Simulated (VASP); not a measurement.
PbS:

```xyz
4
Lattice="0.0045 -4.2125 -0.0320 2.0250 -2.1311 -3.0354 6.0979 -2.0904 3.0229" Properties=species:S:1:pos:R:3 pbc="T T T"
Pb    2.0028   -2.0793   -1.4901
Pb    4.1142   -4.1347    1.4760
S     4.0744   -4.3150   -1.5598
S     6.0634   -6.3391    1.4849
```

- Program: VASP 6.6.1
- Task: relaxation of cell and atoms
- Functional: PBE
- Potentials or basis: VASP PAW PBE potentials, release 64 (Pb_d, S)
- Cutoff: 600 eV
- k mesh: 4 × 4 × 4
- Occupations: gaussian, width 0.1 eV
- Spin: no spin polarisation

At the start: pressure 3.1 GPa; volume 25.85 Å³/atom.

Q: Where does the relaxation end?

A: Over 11 steps the energy falls by 26.6 meV/atom and the volume is 27.19 Å³/atom (+5.2 %); space group C2 (No. 5, to 0.1 Å) before, Cm (No. 8, to 0.1 Å).

Step by step:
```
step  energy change (eV)  largest force (eV/Å)  pressure (GPa)  volume (Å³)
   1              0.0000                0.2639            3.13       103.42
   2             -0.0861                0.1392           -1.10       111.11
   3             -0.0907                0.1450           -0.40       109.58
   4             -0.0985                0.1120           -0.08       108.87
   5             -0.1004                0.0929            0.18       108.33
   6             -0.1038                0.0655            0.05       108.58
   7             -0.1050                0.0442           -0.08       108.83
   8             -0.1056                0.0382            0.02       108.60
   9             -0.1059                0.0314            0.15       108.34
  10             -0.1063                0.0257            0.04       108.54
  11             -0.1064                0.0224           -0.06       108.75
```

Final structure:
```
Pb S
1.0
    -0.00423   -4.26197   -0.00183
     2.12402   -2.13107   -3.00491
     6.36996   -2.12313    2.99783
Pb S
2 2
Cartesian
  2.1309 -2.0804 -1.4861
  4.2633 -4.2028 1.5002
  4.2292 -4.3105 -1.5129
  6.3562 -6.4386 1.4809
```

Caveat: the k points lie up to 0.43 Å⁻¹ apart in the final cell.
